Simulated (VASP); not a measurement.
# Te (R-3m) in VASP: a series of runs, part 2 of 2

VASP 6.6.1.

### Step 5. Relaxation of cell and atoms, PBEsol

File INCAR:

```
PREC = Accurate
ENCUT = 600
EDIFF = 1E-7
ISMEAR = 0
SIGMA = 0.1
LREAL = False
LASPH = True
NELM = 100
ALGO = Normal
ISIF = 3
LWAVE = False
LCHARG = False
GGA = PS
IBRION = 2
NSW = 90
EDIFFG = -0.04
```

File KPOINTS:

```
Automatic mesh
0
Gamma
  6 6 6
```

File POSCAR:

```
Te
1.0
    2.2141731743      1.2783534782      4.1059186877
   -2.2141731743      1.2783534782      4.1059186877
    0.0000000000     -2.5567069564      4.1059186877
Te
2
Direct
    0.2275400000      0.2275400000      0.2275400000
    0.7724600000      0.7724600000      0.7724600000
```

On the command line:

```bash
$ cat potpaw_PBE.64/Te/POTCAR > POTCAR
$ mpirun -np 1 vasp_std > vasp.out
```

It took 6.8 min on 1 thread of Intel Xeon 8259CL, shared host; peak memory 0.26 GiB.

Results (log left out):

```
Free energy                           : -7.0105 eV
Relaxed volume                        : 31.27 Å³/atom
Relaxed cell                          : a = 4.369 Å, b = 4.369 Å, c = 4.369 Å, α = 62.72°, β = 62.72°, γ = 62.72°
Space group after relaxing (to 0.1 Å) : R-3m (No. 166)
Energy gained by relaxing             : 334.5 meV/atom
Ionic steps                           : 16
Pressure after relaxing               : -0.1 GPa
Largest force after relaxing          : 0.019 eV/Å
Band gap on the k mesh                : zero (bands 6 and 7 overlap by 3.81 eV)
```

Forces in eV/Å, atoms in the order of the input:
```
Te   0.000  0.000  0.019
Te   0.000  0.000 -0.019
```

Step by step:
```
step  energy change (eV)  largest force (eV/Å)  pressure (GPa)  volume (Å³)
   1              0.0000                1.4777            0.18        69.73
   2             -0.2641                1.1833           -2.42        70.05
   3             -0.4812                0.4679           -4.65        70.25
   4             -0.4494                0.2719           -5.17        69.60
   5             -0.5179                0.0026           -5.31        70.11
   6             -0.6222                0.2857           -2.01        64.52
   7             -0.6240                0.3315           -1.47        63.83
   8             -0.6422                0.2563           -1.03        63.28
   9             -0.6648                0.0020            0.20        61.99
  10             -0.6650                0.0417            0.40        61.81
  11             -0.6650                0.0315            0.35        61.85
  12             -0.6667                0.0615            0.09        62.18
  13             -0.6672                0.0914           -0.16        62.50
  14             -0.6683                0.0736           -0.01        62.39
  15             -0.6688                0.0508            0.16        62.25
  16             -0.6691                0.0189           -0.11        62.55
```

Final structure:
```
Te
1.0
     2.27379    1.31277    3.49243
    -2.27379    1.31277    3.49243
     0.00000   -2.62555    3.49243
Te
2
Direct
  0.24979 0.24979 0.24979
  0.75021 0.75021 0.75021
```

Levels at points of the mesh, in eV from the Fermi level:
```
           k point  band 3  band 4  band 5  band 6  band 7  band 8  band 9  band 10
(0.00, 0.00, 0.00)   -3.26   -3.26   -2.70    1.10    1.37    1.37    4.06     4.06
(0.50, 0.00, 0.00)   -2.03   -2.00   -1.90   -1.89   -1.49   -1.48    7.09     7.10
(0.50, 0.50, 0.00)   -6.29   -4.81   -4.40    1.89    2.62    2.81    4.11     7.85
(0.50, 0.50, 0.50)   -2.21   -2.21   -2.19   -2.19   -1.92   -1.90    7.55     7.57
```

Caveat: the PAW data sets were made with another functional, which shifts forces and pressure a little; spin-orbit coupling is left out, which moves the levels of the heavy elements.

### Step 6. Single point, PBEsol

This run uses another cell than the first one: it holds 12 atoms, not 2.

File INCAR:

```
SYSTEM = Te
ALGO     = Normal         ! electronic algorithm
EDIFF    = 1E-7           ! SCF threshold, eV
ENCUT    = 520            ! plane-wave cutoff, eV
GGA      = PS             ! functional
ISIF     = 2              ! what is computed and relaxed
ISMEAR   = 0              ! smearing method
LASPH    = .True.         ! aspherical terms in the spheres
LCHARG   = .False.        ! write CHGCAR
LREAL    = .False.        ! projectors in reciprocal space
LWAVE    = .False.        ! write WAVECAR
NBANDS   = 48             ! bands
NELM     = 100            ! most SCF steps
PREC     = Accurate       ! precision mode
SIGMA    = 0.1            ! smearing width, eV
```

File KPOINTS:

```
k-points
0
Gamma
  6 6 6
  0 0 0
```

File POSCAR:

```
Te
1.0
    4.3213111157      2.4949101359      6.0163196687
   -4.3213111157      2.4949101359      6.0163196687
    0.0000000000     -4.9898202718      6.0163196687
Te
12
Direct
    0.1182335887      0.5064709659      0.1182335887
    0.1182335887      0.1182335887      0.5064709659
    0.5064709659      0.1182335887      0.1182335887
    0.8817664113      0.4935290341      0.8817664113
    0.4935290341      0.8817664113      0.8817664113
    0.8817664113      0.8817664113      0.4935290341
    0.2946703267      0.6535389991      0.2946703267
    0.2946703267      0.2946703267      0.6535389991
    0.6535389991      0.2946703267      0.2946703267
    0.7053296733      0.3464610009      0.7053296733
    0.3464610009      0.7053296733      0.7053296733
    0.7053296733      0.7053296733      0.3464610009
```

Potentials or basis: VASP PAW PBE potentials, release 64 (Te).

On the command line:

```bash
$ cat potpaw_PBE.64/Te/POTCAR > POTCAR
$ mpirun -np 1 vasp_std > vasp.out
```

OUTCAR:

```text
SYSTEM = Te
   EDIFF = 1E-7
   ENCUT = 520
   GGA = PS
   ISIF = 2
   ISMEAR = 0
   LASPH = .True.
   LREAL = .False.
   NELM = 100
   PREC = Accurate

 ion  position               nearest neighbor table
   1  0.118  0.506  0.118-   7 3.01   4 3.13  11 3.13  12 3.13   2 3.36   3 3.36
   2  0.118  0.118  0.506-   8 3.01   6 3.13  10 3.13  11 3.13   1 3.36   3 3.36
   3  0.506  0.118  0.118-   9 3.01   5 3.13  10 3.13  12 3.13   2 3.36   1 3.36
   4  0.882  0.494  0.882-  10 3.01   1 3.13   9 3.13   8 3.13   6 3.36   5 3.36
   5  0.494  0.882  0.882-  11 3.01   3 3.13   7 3.13   8 3.13   6 3.36   4 3.36
[... 1458 lines left out ...]
  energy-cutoff  :      520.00
  volume of cell :      389.18
      direct lattice vectors                 reciprocal lattice vectors
     4.321311116  2.494910136  6.016319669     0.115705624  0.066802673  0.055404857
    -4.321311116  2.494910136  6.016319669    -0.115705624  0.066802673  0.055404857
     0.000000000 -4.989820272  6.016319669     0.000000000 -0.133605347  0.055404857

 POSITION                                       TOTAL-FORCE (eV/Angst)
 -----------------------------------------------------------------------------------
     -1.67769      0.96862      4.46975         0.001462     -0.000844     -0.005012
      0.00000     -1.93723      4.46975        -0.000000      0.001688     -0.005012
      1.67769      0.96862      4.46975        -0.001462     -0.000844     -0.005012
      1.67769     -0.96862     13.57921        -0.001462      0.000844      0.005012
     -1.67769     -0.96862     13.57921         0.001462      0.000844      0.005012
      0.00000      1.93723     13.57921        -0.000000     -0.001688      0.005012
     -1.55078      0.89535      7.47756         0.000630     -0.000364      0.008437
      0.00000     -1.79069      7.47756        -0.000000      0.000727      0.008437
      1.55078      0.89535      7.47756        -0.000630     -0.000364      0.008437
      1.55078     -0.89535     10.57140        -0.000630      0.000364     -0.008437
     -1.55078     -0.89535     10.57140         0.000630      0.000364     -0.008437
      0.00000      1.79069     10.57140        -0.000000     -0.000727     -0.008437
 -----------------------------------------------------------------------------------
    total drift:                               -0.000000     -0.000000      0.000000

  FREE ENERGIE OF THE ION-ELECTRON SYSTEM (eV)
  ---------------------------------------------------
  free  energy   TOTEN  =       -40.5221236224 eV

  energy  without entropy=      -40.4876100605  energy(sigma->0) =      -40.50486684
```

Run time: 15 min. Hardware: 1 thread of Intel Xeon Platinum 8259CL at 2.50GHz (Skylake/Cascade Lake), shared host; peak memory 0.72 GiB.

What came out:

```
Free energy            : -40.5221 eV
Pressure               : 0.0 GPa
Largest force          : 0.008 eV/Å
Band gap on the k mesh : zero (bands 36 and 37 overlap by 0.58 eV)
```

Forces on the atoms (eV/Å):
```
Te   0.001 -0.001 -0.005
Te   0.000  0.002 -0.005
Te  -0.001 -0.001 -0.005
Te  -0.001  0.001  0.005
Te   0.001  0.001  0.005
Te   0.000 -0.002  0.005
Te   0.001  0.000  0.008
Te   0.000  0.001  0.008
Te  -0.001  0.000  0.008
Te  -0.001  0.000 -0.008
Te   0.001  0.000 -0.008
Te   0.000 -0.001 -0.008
```

Caveat: the PAW data sets were made with another functional, which shifts forces and pressure a little; spin-orbit coupling is left out, which moves the levels of the heavy elements.

### Step 7. Summary

| task | cell | cutoff (eV) | gap on the mesh (eV) | pressure (GPa) | largest force (eV/Å) |
| --- | --- | --- | --- | --- | --- |
| single point | a = 4.837 Å, angles 54.5°, 2 atoms, atomic positions A | 520 | none | 0.2 | 1.48 |
| single point | a = 6.817 Å, angles 35.7°, 3 atoms, atomic positions B | 520 | 0.12 | 0.2 | 0.01 |
| single point | a = 9.480 Å, angles 23.2°, 3 atoms, atomic positions C | 520 | none | -9.6 | 0.03 |
| relaxation of cell and atoms | relaxed from a = 4.837 Å, angles 54.5°, 2 atoms, atomic positions A | 600 | none | -0.1 | 0.02 |
| single point | a = 7.816 Å, angles 67.1°, 12 atoms, atomic positions D | 520 | none | 0.0 | 0.01 |

Alike in all rows: level PBEsol; potentials or basis VASP PAW PBE potentials, release 64 (Te); no spin polarisation; k mesh 6 × 6 × 6; smearing gaussian 0.1 eV.

Caveats: the PAW data sets were made with another functional, which shifts forces and pressure a little; spin-orbit coupling is left out, which moves the levels of the heavy elements; the stress differs along the axes, from -3 to 2 GPa (at least some runs); semilocal functionals underestimate gaps, and a narrow one can read as zero (at least some runs); the cell stands under tension (at least some runs).

Total energies depend on the potentials used, so only differences within one code and one set of settings carry meaning.
